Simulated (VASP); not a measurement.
Set up this calculation in VASP 6.6.1, as the native input.

```
Task                   : single point
Functional             : PBE
Potentials or basis    : VASP PAW PBE potentials, release 64 (Hf_pv, C)
Cutoff                 : 520 eV
k mesh                 : 7 × 7 × 7
Occupations            : methfessel-paxton, width 0.05 eV
Spin                   : no spin polarisation
Dipole correction      : no
Further INCAR settings : ALGO = Normal; EDIFF = 1e-06; NBANDS = 14
```

The structure of HfC lies in POSCAR:

```
HfC
1.0
    0.0000000000      2.3250000000      2.3250000000
    2.3250000000      0.0000000000      2.3250000000
    2.3250000000      2.3250000000      0.0000000000
Hf C
1 1
Direct
    0.4887240000      0.5083250000      0.4884190000
   -0.0098520000      0.0191000000     -0.0063350000
```

One way to write it, as run:

INCAR

```
SYSTEM = HfC
PREC = Accurate ; ENCUT = 520
EDIFF = 1E-6 ; ISMEAR = 1
SIGMA = 0.05 ; LREAL = .False.
LASPH = .True. ; NELM = 80
ALGO = Normal ; ISIF = 2
LWAVE = .False. ; LCHARG = .True.
GGA = PE ; LELF = .True.
LVHAR = .True. ; NBANDS = 14
```

KPOINTS

```
regular mesh
0
Gamma
  7 7 7
  0 0 0
```

Potentials or basis: VASP PAW PBE potentials, release 64 (Hf_pv, C).

The run is started by

```bash
$ cat potpaw_PBE.64/Hf_pv/POTCAR potpaw_PBE.64/C/POTCAR > POTCAR
$ mpirun -np 1 vasp_std > vasp.out
```

It gave:

| Item | Value |
| --- | --- |
| Pressure | -0.3 GPa |
| Largest force | 0.349 eV/Å |
| Band gap on the k mesh | zero (band 7 reaches 6.89 eV, above the bottom of band 8 at 5.60 eV) |

Caveat: spin-orbit coupling is left out, which moves the levels of the heavy elements.

It took 43 s on 1 thread of AMD EPYC 9R45 (Zen 5) (shared host), peak memory 0.15 GiB.
